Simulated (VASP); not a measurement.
# V (Im-3m) in VASP: notebook, part 2 of 2

VASP 6.6.1.

### Step 3. Relaxation of cell and atoms, PBE

This run uses another cell than the first one, of 13.26 Å³/atom, 0.985 times its volume.

File INCAR:

```
PREC = Accurate
ENCUT = 600
EDIFF = 1E-6
ISMEAR = 0
SIGMA = 0.1
LREAL = F
LASPH = T
NELM = 80
ALGO = Normal
ISIF = 3
LWAVE = F
LCHARG = F
GGA = PE
IBRION = 2
NSW = 100
EDIFFG = -0.005
```

File KPOINTS:

```
regular mesh
0
Gamma
  20 20 20
```

File POSCAR:

```
V
1.0
   -1.4911995862      1.4911995862      1.4911995862
    1.4911995862     -1.4911995862      1.4911995862
    1.4911995862      1.4911995862     -1.4911995862
V
1
Direct
    0.0000000000      0.0000000000      0.0000000000
```

Potentials or basis: VASP PAW PBE potentials, release 64 (V_sv).

Run with:

```bash
$ cat potpaw_PBE.64/V_sv/POTCAR > POTCAR
$ mpirun -np 1 vasp_std > vasp.out
```

OUTCAR:

```text
PREC = Accurate
   ENCUT = 600
   EDIFF = 1E-6
   ISMEAR = 0
   LREAL = F
   LASPH = T
   NELM = 80
   ISIF = 3
   GGA = PE
   IBRION = 2
   NSW = 100
   EDIFFG = -0.005

 ion  position               nearest neighbor table
   1  0.000  0.000  0.000-

  LATTYP: Found a body centered cubic cell.
 ALAT       =     2.9823991724

  Lattice vectors:

 A1 = (  -1.4911995862,   1.4911995862,   1.4911995862)
 A2 = (   1.4911995862,  -1.4911995862,   1.4911995862)
 A3 = (   1.4911995862,   1.4911995862,  -1.4911995862)

Analysis of symmetry for initial positions (statically):
=====================================================================
 Subroutine PRICEL returns:
 Original cell was already a primitive cell.

 Routine SETGRP: Setting up the symmetry group for a
 body centered cubic supercell.

 Subroutine GETGRP returns: Found 48 space group operations
 (whereof 48 operations were pure point group operations)
 out of a pool of 48 trial point group operations.

The static configuration has the point symmetry O_h .

Analysis of symmetry for dynamics (positions and initial velocities):
=====================================================================
 Subroutine PRICEL returns:
 Original cell was already a primitive cell.

 Routine SETGRP: Setting up the symmetry group for a
 body centered cubic supercell.

 Subroutine GETGRP returns: Found 48 space group operations
 (whereof 48 operations were pure point group operations)
 out of a pool of 48 trial point group operations.

The dynamic configuration has the point symmetry O_h .

 Subroutine INISYM returns: Found 48 space group operations
 (whereof 48 operations are pure point group operations),
 and found     1 'primitive' translations

[... 121 lines left out ...]
   LEPSILON=     F    determine dielectric tensor
   LRPA    =     F    only Hartree local field effects (RPA)
 conjugate gradient relaxation of ions
 non-spin polarized calculation
 Gauss-broadening in eV      SIGMA  =   0.10
  energy-cutoff  :      600.00
  volume of cell :       13.26
 maximum number of plane-waves:       466
 NGX is ok and might be reduce to    24
   NGX = 11   NGY = 11   NGZ = 11

--------------------------------------- Ionic step        1  -------------------------------------------

 number of electron      12.9999997 magnetization

 Free energy of the ion-electron system (eV)
  ---------------------------------------------------
  ext. energy  EPLUGINS =         0.00000000
  ---------------------------------------------------
  free energy    TOTEN  =        -8.99468417 eV

  energy without entropy =       -8.98603264  energy(sigma->0) =       -8.99035840

------------------------ aborting loop because EDIFF is reached ----------------------------------------

  FORCE on cell =-STRESS in cart. coord.  units (eV):
  Direction    XX          YY          ZZ          XY          YZ          ZX
  --------------------------------------------------------------------------------------
  -------------------------------------------------------------------------------------
  Total        0.2436323      0.2436323      0.2436323     -0.0000000     -0.0000000     -0.0000000
  in kB       29.4291829     29.4291829     29.4291829     -0.0000000     -0.0000000     -0.0000000
  external PRESSURE =      29.4291829 kB  Pullay stress =       0.0000000 kB
[... 57 lines left out ...]
--------------------------------------- Ionic step        3  -------------------------------------------

 number of electron      12.9999999 magnetization

 Free energy of the ion-electron system (eV)
  ---------------------------------------------------
  ext. energy  EPLUGINS =         0.00000000
  ---------------------------------------------------
  free energy    TOTEN  =        -8.99658791 eV

  energy without entropy =       -8.98780672  energy(sigma->0) =       -8.99219731

 E-fermi :   9.6984     XC(G=0): -12.9030

 val. band max:        9.6973952370   @ k =  -0.3000   0.3000   0.1500
 cond. band min:       9.7012432483   @ k =   0.1000   0.0500   0.0500
 fundamental gap:      0.0038480113
 Fermi energy:         9.6983709604

 k-point     1 :       0.0000    0.0000    0.0000
  band No.  band energies     occupation
      1     -54.0217      2.00000
      2     -27.3230      2.00000
      3     -27.3230      2.00000
      4     -27.3230      2.00000
      5       3.1165      2.00000
      6      10.1115      0.00000
      7      10.1115      0.00000
      8      10.1115      0.00000
      9      12.1198      0.00000
     10      12.1198      0.00000
[... 287 lines left out ...]
 k-point    24 :       0.2500    0.1000   -0.0000
  band No.  band energies     occupation
      1     -53.8853      2.00000
      2     -27.9283      2.00000
      3     -27.5175      2.00000
      4     -27.3574      2.00000
      5       6.1252      2.00000
      6       9.0502      2.00000
      7       9.4247      1.99989
      8      11.7442      0.00000
      9      12.4055      0.00000
     10      12.6659      0.00000

 [... further k-points ...]
[... 5 lines left out ...]
  --------------------------------------------------------------------------------------
  -------------------------------------------------------------------------------------
  Total       -0.0006905     -0.0006905     -0.0006905      0.0000000      0.0000000      0.0000000
  in kB       -0.0821008     -0.0821008     -0.0821008      0.0000000      0.0000000      0.0000000
  external PRESSURE =      -0.0821008 kB  Pullay stress =       0.0000000 kB
[... 16 lines left out ...]
  FREE ENERGIE OF THE ION-ELECTRON SYSTEM (eV)
  ---------------------------------------------------
  free  energy   TOTEN  =        -8.9965879064 eV

  energy  without entropy=       -8.9878067207  energy(sigma->0) =       -8.99219731

 reached required accuracy - stopping structural energy minimisation
```

Run time: 23 s. Hardware: 1 thread of Intel Xeon 6975P-C (Granite Rapids), shared host; peak memory 0.18 GiB.

Results:

* Free energy: -8.9966 eV
* Relaxed volume: 13.47 Å³/atom
* Relaxed cell: a = 2.596 Å, b = 2.596 Å, c = 2.596 Å, α = 109.47°, β = 109.47°, γ = 109.47°
* Space group after relaxing (to 0.05 Å): Im-3m (No. 229)
* Energy gained by relaxing: 1.9 meV/atom
* Ionic steps: 3
* Pressure after relaxing: 0.0 GPa

Step by step:
```
step  energy change (eV)  largest force (eV/Å)  pressure (GPa)  volume (Å³)
   1              0.0000                0.0000            2.94        13.26
   2              0.0009                0.0000           -3.42        13.74
   3             -0.0019                0.0000           -0.01        13.47
```

Final structure:
```
V
1.0
    -1.49907    1.49907    1.49907
     1.49907   -1.49907    1.49907
     1.49907    1.49907   -1.49907
V
1
Direct
  0.00000 0.00000 0.00000
```

Levels at points of the mesh, in eV from the Fermi level:
```csv
k point,band 4,band 5,band 6,band 7,band 8,band 9,band 10
"(0.00, 0.00, 0.00)",-37.02,-6.58,0.41,0.41,0.41,2.42,2.42
"(0.50, 0.00, 0.00)",-37.03,-3.17,-1.13,1.64,2.42,2.78,4.11
"(0.50, 0.50, 0.50)",-37.63,-2.99,-2.99,3.72,3.72,3.72,10.20
```
